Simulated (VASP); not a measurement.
# SiNi (Pnma) in VASP: a series of runs

Aim: see how the results for SiNi move with the level of theory and the settings. Levels: RPBE+D3(BJ), PBE+D3(BJ), RPBE, PBEsol. Tasks: single point.

Program: VASP 6.6.1. These are calculated values, not measurements. Logs are shortened: lines on timing, memory, paths and dates and some standing lists are left out, and cuts for length are marked.

### 1 The cell of the first run

Symmetry: Pnma, No. 62, orthorhombic system. The conventional cell has a = 4.722 Å, b = 3.682 Å, c = 4.642 Å, α = 90.00°, β = 90.00°, γ = 90.00°. Within 3.0 Å of Ni (site symmetry m) lie 7 Si at 2.24 to 2.52 Å and 4 Ni at 2.42 to 2.49 Å. Within 3.3 Å of Si (site symmetry m) lie 8 Ni at 2.24 to 3.22 Å and 8 Si at 2.59 to 3.10 Å.

### 2 Single point, RPBE+D3(BJ), collinear spin, ferromagnetic start

INCAR

```
SYSTEM = SiNi
PREC = Accurate
ENCUT = 520
EDIFF = 1E-7
ISMEAR = -1
SIGMA = 0.05
LREAL = .False.
LASPH = .True.
NELM = 150
ALGO = Normal
ISIF = 2
LWAVE = .False.
LCHARG = .True.
ISPIN = 2
MAGMOM = 1 1 1 1 0 0 0 0
LORBIT = 11
LMAXMIX = 4
GGA = RP
IVDW = 12
LELF = .True.
LVHAR = .True.
NBANDS = 42
```

KPOINTS

```
Automatic mesh
0
Gamma
  5 8 5
  0 0 0
```

POSCAR

```
SiNi
1.0
    4.7220674594      0.0000000000      0.0000000000
    0.0000000000      3.6815274576      0.0000000000
    0.0000000000      0.0000000000      4.6417842413
Ni Si
4 4
Direct
    0.9617892668      0.7500000000      0.8347082433
    0.5382107332      0.2500000000      0.3347082433
    0.4617892668      0.7500000000      0.6652917567
    0.0382107332      0.2500000000      0.1652917567
    0.6522876940      0.2500000000      0.8652100218
    0.8477123060      0.7500000000      0.3652100218
    0.1522876940      0.2500000000      0.6347899782
    0.3477123060      0.7500000000      0.1347899782
```

Potentials or basis: VASP PAW PBE potentials, release 64 (Ni, Si).

Run with:

```sh
$ cat potpaw_PBE.64/Ni/POTCAR potpaw_PBE.64/Si/POTCAR > POTCAR
$ mpirun -np 1 vasp_std > vasp.out
```

OUTCAR:

```text
SYSTEM = SiNi
   PREC = Accurate
   ENCUT = 520
   EDIFF = 1E-7
   ISMEAR = -1
   LREAL = .False.
   LASPH = .True.
   NELM = 150
   ISIF = 2
   ISPIN = 2
   LORBIT = 11
   GGA = RP
   IVDW = 12
 IVDW          = 12

 ion  position               nearest neighbor table
   1  0.962  0.750  0.835-   6 2.24   7 2.25   7 2.25   8 2.29   5 2.35   5 2.35   4 2.42   4 2.42
                             3 2.49   3 2.49   6 2.52
   2  0.538  0.250  0.335-   5 2.24   8 2.25   8 2.25   7 2.29   6 2.35   6 2.35   3 2.42   3 2.42
                             4 2.49   4 2.49   5 2.52
   3  0.462  0.750  0.665-   8 2.24   5 2.25   5 2.25   6 2.29   7 2.35   7 2.35   2 2.42   2 2.42
                             1 2.49   1 2.49   8 2.52
   4  0.038  0.250  0.165-   7 2.24   6 2.25   6 2.25   5 2.29   8 2.35   8 2.35   1 2.42   1 2.42
                             2 2.49   2 2.49   7 2.52
   5  0.652  0.250  0.865-   2 2.24   3 2.25   3 2.25   4 2.29   1 2.35   1 2.35   2 2.52   7 2.59
                             7 2.59   8 2.65   8 2.65   6 3.10   6 3.10   6 3.10   6 3.10
   6  0.848  0.750  0.365-   1 2.24   4 2.25   4 2.25   3 2.29   2 2.35   2 2.35   1 2.52   8 2.59
                             8 2.59   7 2.65   7 2.65   5 3.10   5 3.10   5 3.10   5 3.10
   7  0.152  0.250  0.635-   4 2.24   1 2.25   1 2.25   2 2.29   3 2.35   3 2.35   4 2.52   5 2.59
                             5 2.59   6 2.65   6 2.65   8 3.10   8 3.10   8 3.10   8 3.10
   8  0.348  0.750  0.135-   3 2.24   2 2.25   2 2.25   1 2.29   4 2.35   4 2.35   3 2.52   6 2.59
                             6 2.59   5 2.65   5 2.65   7 3.10   7 3.10   7 3.10   7 3.10

  LATTYP: Found a simple orthorhombic cell.
 ALAT       =     3.6815274576
 B/A-ratio  =     1.2608310802
 C/A-ratio  =     1.2826381207

  Lattice vectors:

 A1 = (   0.0000000000,   3.6815274576,   0.0000000000)
 A2 = (   0.0000000000,   0.0000000000,   4.6417842413)
 A3 = (   4.7220674594,   0.0000000000,   0.0000000000)

Analysis of symmetry for initial positions (statically):
=====================================================================
 Subroutine PRICEL returns:
 Original cell was already a primitive cell.

 Routine SETGRP: Setting up the symmetry group for a
 simple orthorhombic supercell.

 Subroutine GETGRP returns: Found  8 space group operations
 (whereof  2 operations were pure point group operations)
 out of a pool of  8 trial point group operations.

The static configuration has the point symmetry S_2 .
 The point group associated with its full space group is D_2h.

Analysis of symmetry for dynamics (positions and initial velocities):
=====================================================================
 Subroutine PRICEL returns:
 Original cell was already a primitive cell.

 Routine SETGRP: Setting up the symmetry group for a
 simple orthorhombic supercell.

 Subroutine GETGRP returns: Found  8 space group operations
 (whereof  2 operations were pure point group operations)
 out of a pool of  8 trial point group operations.

The dynamic configuration has the point symmetry S_2 .
 The point group associated with its full space group is D_2h.

Analysis of structural, dynamic, and magnetic symmetry:
=====================================================================
 Subroutine PRICEL returns:
 Original cell was already a primitive cell.

 Routine SETGRP: Setting up the symmetry group for a
 simple orthorhombic supercell.

 Subroutine GETGRP returns: Found  8 space group operations
 (whereof  2 operations were pure point group operations)
 out of a pool of  8 trial point group operations.

The overall configuration has the point symmetry S_2 .
 The point group associated with its full space group is D_2h.

 Subroutine INISYM returns: Found  8 space group operations
 (whereof  2 operations are pure point group operations),
 and found     1 'primitive' translations

----------------------------------------------------------------------------------------

                                     Primitive cell

  volume of cell :      80.6947

  direct lattice vectors                    reciprocal lattice vectors
     4.722067459  0.000000000  0.000000000     0.211771646  0.000000000  0.000000000
     0.000000000  3.681527458  0.000000000     0.000000000  0.271626386  0.000000000
     0.000000000  0.000000000  4.641784241     0.000000000  0.000000000  0.215434399

  length of vectors
     4.722067459  3.681527458  4.641784241     0.211771646  0.271626386  0.215434399

  position of ions in fractional coordinates (direct lattice)
     0.961789267  0.750000000  0.834708243
[... 84 lines left out ...]
   ISPIN  =      2    spin polarized calculation?
   LNONCOLLINEAR =      F non collinear calculations
   LSORBIT =      F    spin-orbit coupling
   LASPH  =      T    aspherical Exc in radial PAW
   ENCUT  =  520.0 eV  38.22 Ry    6.18 a.u.   8.78  6.85  8.63*2*pi/ulx,y,z
   NELM   =    150;   NELMIN=  2; NELMDL= -5     # of ELM steps
   EDIFF  = 0.1E-06   stopping-criterion for ELM
   LREAL  =      F    real-space projection
   EDIFFG = 0.1E-05   stopping-criterion for IOM
   NSW    =      0    number of steps for IOM
   IBRION =     -1    ionic relax: 0-MD 1-quasi-New 2-CG
   NFREE  =      0    steps in history (QN), initial steepest desc. (CG)
   ISIF   =      2    stress and relaxation
   ISYM   =      2    0-nonsym 1-usesym 2-fastsym
   POTIM  = 0.5000    time-step for ionic-motion
   TEBEG  =    0.0;   TEEND  =   0.0 temperature during run
   PSTRESS=    0.0 pullay stress
   NELECT =      56.0000    total number of electrons
   NUPDOWN=      -1.0000    fix difference up-down
   EMIN   =  10.00;   EMAX   =-10.00  energy-range for DOS
   EFERMI =   0.00;   METHOD = LEGACY
   ISMEAR =    -1;   SIGMA  =   0.05  broadening in eV -4-tet -1-fermi 0-gaus
   EFERMI_NEDOS =   21; number of points for ismear=-14 and -15
   IALGO  =     38    algorithm
   IMIX   =      4    mixing-type and parameters
     AMIX     =   0.40;   BMIX     =  1.00
     AMIX_MAG =   1.60;   BMIX_MAG =  1.00
  volume/ion in A,a.u.               =      10.09        68.07
  Fermi-wavevector in a.u.,A,eV,Ry     =   1.449403  2.738974 28.582693  2.100769
  Thomas-Fermi vector in A             =   2.567133
   LORBIT       =     11    0 simple, 1 ext, 2 COOP (PROOUT), +10 PAW based schemes
   GGA     = RP    functional components
   LHFCALC =     F    Hartree Fock is set to
   AEXX    =    0.0000 exact exchange contribution
   IVDW    =    12    specifies the selected vdW correction
   LEPSILON=     F    determine dielectric tensor
   LRPA    =     F    only Hartree local field effects (RPA)
 spin polarized calculation
  energy-cutoff  :      520.00
  volume of cell :       80.69
 maximum number of plane-waves:      2206
 NGX is ok and might be reduce to    36
   NGX = 17   NGY = 13   NGZ = 17

 number of electron      56.0000009 magnetization      -0.0004289

 number of electron      56.0000009 magnetization       0.0000156

 Free energy of the ion-electron system (eV)
  ---------------------------------------------------
  ext. energy  EPLUGINS =         0.00000000
  ---------------------------------------------------
  free energy    TOTEN  =       -41.86377200 eV

  energy without entropy =      -41.85004198  energy(sigma->0) =      -41.85690699

 E-fermi :  13.7902     XC(G=0): -13.1338

 val. band max:       13.7575864459   @ k =   0.0000   0.3750   0.0000
 cond. band min:      13.8023207633   @ k =   0.2000   0.1250   0.0000
 fundamental gap:      0.0447343174
 Fermi energy:        13.7901855859

 spin component 1

 k-point     1 :       0.0000    0.0000    0.0000
  band No.  band energies     occupation
      1      -1.2531      1.00000
      2       3.9406      1.00000
      3       4.0079      1.00000
      4       5.1560      1.00000
      5       6.1764      1.00000
      6       7.4133      1.00000
[... 1021 lines left out ...]
     39      20.7028      0.00000
     40      21.6179      0.00000

 [... further k-points ...]

 spin component 2

 k-point     1 :       0.0000    0.0000    0.0000
  band No.  band energies     occupation
      1      -1.2531      1.00000
      2       3.9406      1.00000
      3       4.0079      1.00000
      4       5.1560      1.00000
      5       6.1764      1.00000
      6       7.4133      1.00000
[... 1021 lines left out ...]
     39      20.7028      0.00000
     40      21.6179      0.00000

 [... further k-points ...]

 [bands above 40 left out]

------------------------ aborting loop because EDIFF is reached ----------------------------------------

 Edisp (eV)  -21.08543

 E6    (eV) :    -7.8959

 E8    (eV) :   -13.1895

  FORCE on cell =-STRESS in cart. coord.  units (eV):
  Direction    XX          YY          ZZ          XY          YZ          ZX
  --------------------------------------------------------------------------------------
  -------------------------------------------------------------------------------------
  Total      -0.34321    -0.21885    -0.22931     0.00000     0.00000     0.00000
  in kB      -6.81444    -4.34532    -4.55299     0.00000     0.00000     0.00000
  external pressure =       -5.24 kB  Pullay stress =        0.00 kB

 VOLUME and BASIS-vectors are now :
 -----------------------------------------------------------------------------
  energy-cutoff  :      520.00
  volume of cell :       80.69
      direct lattice vectors                 reciprocal lattice vectors
     4.722067459  0.000000000  0.000000000     0.211771646  0.000000000  0.000000000
     0.000000000  3.681527458  0.000000000     0.000000000  0.271626386  0.000000000
     0.000000000  0.000000000  4.641784241     0.000000000  0.000000000  0.215434399

 POSITION                                       TOTAL-FORCE (eV/Angst)
 -----------------------------------------------------------------------------------
      4.54163      2.76115      3.87454        -0.016326     -0.000000      0.008745
      2.54147      0.92038      1.55364         0.016326     -0.000000      0.008745
      2.18060      2.76115      3.08814        -0.016326      0.000000     -0.008745
      0.18043      0.92038      0.76725         0.016326     -0.000000     -0.008745
      3.08015      0.92038      4.01612        -0.007474      0.000000     -0.005338
      4.00295      2.76115      1.69523         0.007474      0.000000     -0.005338
      0.71911      0.92038      2.94656        -0.007474      0.000000      0.005338
      1.64192      2.76115      0.62567         0.007474     -0.000000      0.005338
 -----------------------------------------------------------------------------------
    total drift:                                0.000000      0.000000     -0.000000

  FREE ENERGIE OF THE ION-ELECTRON SYSTEM (eV)
  ---------------------------------------------------
  free  energy   TOTEN  =       -62.9491999969 eV

  energy  without entropy=      -62.9354699744  energy(sigma->0) =      -62.94233499

 total charge

# of ion       s       p       d       tot
------------------------------------------
    1        0.558   0.806   8.571   9.935
    2        0.558   0.806   8.571   9.935
    3        0.558   0.806   8.571   9.935
    4        0.558   0.806   8.571   9.935
    5        0.735   0.927   0.000   1.662
    6        0.735   0.927   0.000   1.662
    7        0.735   0.927   0.000   1.662
    8        0.735   0.927   0.000   1.662
--------------------------------------------------
tot          5.171   6.931  34.286  46.387

 magnetization (x)

# of ion       s       p       d       tot
------------------------------------------
    1        0.000   0.000   0.000   0.000
    2        0.000   0.000   0.000   0.000
    3        0.000   0.000   0.000   0.000
    4        0.000   0.000   0.000   0.000
    5       -0.000  -0.000   0.000  -0.000
    6       -0.000  -0.000   0.000  -0.000
    7       -0.000  -0.000   0.000  -0.000
    8       -0.000  -0.000   0.000  -0.000
--------------------------------------------------
tot         -0.000  -0.000   0.000   0.000
```

It took 6.5 min on 1 thread of Intel Xeon 8259CL, shared host; peak memory 0.36 GiB.

What came out:

```
Free energy                                           : -62.9492 eV
Pressure                                              : -0.5 GPa
Largest force                                         : 0.019 eV/Å
Band gap on the k mesh                                : zero (filled and empty bands overlap)
Net moment                                            : 0.00 μB per cell
Valence electrons inside the program's atomic spheres : Ni 9.94; Si 1.66
Dispersion energy per atom                            : -2.636 eV
```

Forces in eV/Å, atoms in the order of the input:
```
Ni  -0.016  0.000  0.009
Ni   0.016  0.000  0.009
Ni  -0.016  0.000 -0.009
Ni   0.016  0.000 -0.009
Si  -0.007  0.000 -0.005
Si   0.007  0.000 -0.005
Si  -0.007  0.000  0.005
Si   0.007  0.000  0.005
```

Levels at points of the mesh, in eV from the Fermi level:
Spin up:
| k point | band 24 | band 25 | band 26 | band 27 | band 28 | band 29 | band 30 | band 31 | band 32 | band 33 |
| --- | --- | --- | --- | --- | --- | --- | --- | --- | --- | --- |
| (0.00, 0.00, 0.00) | -2.31 | -2.26 | -1.16 | -0.27 | 0.08 | 0.86 | 1.10 | 1.70 | 2.65 | 2.67 |
| (0.00, 0.50, 0.00) | -2.47 | -2.40 | -2.40 | -1.29 | -1.29 | -0.39 | -0.39 | 2.28 | 2.28 | 3.06 |
Spin down:
| k point | band 26 | band 27 | band 28 | band 29 | band 30 | band 31 |
| --- | --- | --- | --- | --- | --- | --- |
| (0.00, 0.00, 0.00) | -1.16 | -0.27 | 0.08 | 0.86 | 1.10 | 1.70 |
| (0.00, 0.50, 0.00) | -2.40 | -1.29 | -1.29 | -0.39 | -0.39 | 2.28 |

Caveat: the PAW data sets were made with another functional, which shifts forces and pressure a little.

[end of part 1 of 3]
